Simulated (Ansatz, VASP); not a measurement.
One calculation of NbN, two programs

```xyz
12
Lattice="3.1265 0.0000 0.0000 0.0000 3.1265 0.0000 0.0000 0.0000 26.0539" Properties=species:S:1:pos:R:3 pbc="T T T"
Nb    0.0000    0.0000    7.5884
Nb    1.5633    1.5633    9.5483
Nb    0.0000    0.0000   12.0417
Nb    1.5633    1.5633   14.0122
Nb    0.0000    0.0000   16.5056
Nb    1.5633    1.5633   18.4654
N     1.5633    1.5633    7.2501
N     0.0000    0.0000    9.7247
N     1.5633    1.5633   11.7897
N     0.0000    0.0000   14.2642
N     1.5633    1.5633   16.3292
N     0.0000    0.0000   18.8037
```

Alike in both runs: functional PBE; k mesh 11 × 11 × 1; occupations gaussian, width 0.1 eV; no spin polarisation.

Ansatz relaxed the structure, and its values are those at the end. VASP's run is a single point on that final structure, the one shown.

```csv
,VASP,Ansatz
version,VASP 6.6.1,Ansatz 0.2.0
potentials or method,"VASP PAW PBE potentials, release 64 (Nb_sv, N), cutoff 520 eV","scalar-relativistic, plane waves, PAW"
valence electrons in the cell,108,108
```

VASP gave:

| Quantity | Value |
| --- | --- |
| gap on the k mesh at the Fermi level (eV) | none |
| rms of the force components (eV/Å) | 0.008 |
| work function, face that differs most (eV) | 3.18 |

Problem. What did Ansatz give for the same quantities?

Solution. gap on the k mesh at the Fermi level (eV): none; rms of the force components (eV/Å): 0.005; work function, face that differs most (eV): 3.17.

A gap of «none» marks a metal or a gap that the smearing closes. Ansatz's warnings: xc potential rough in thin density.
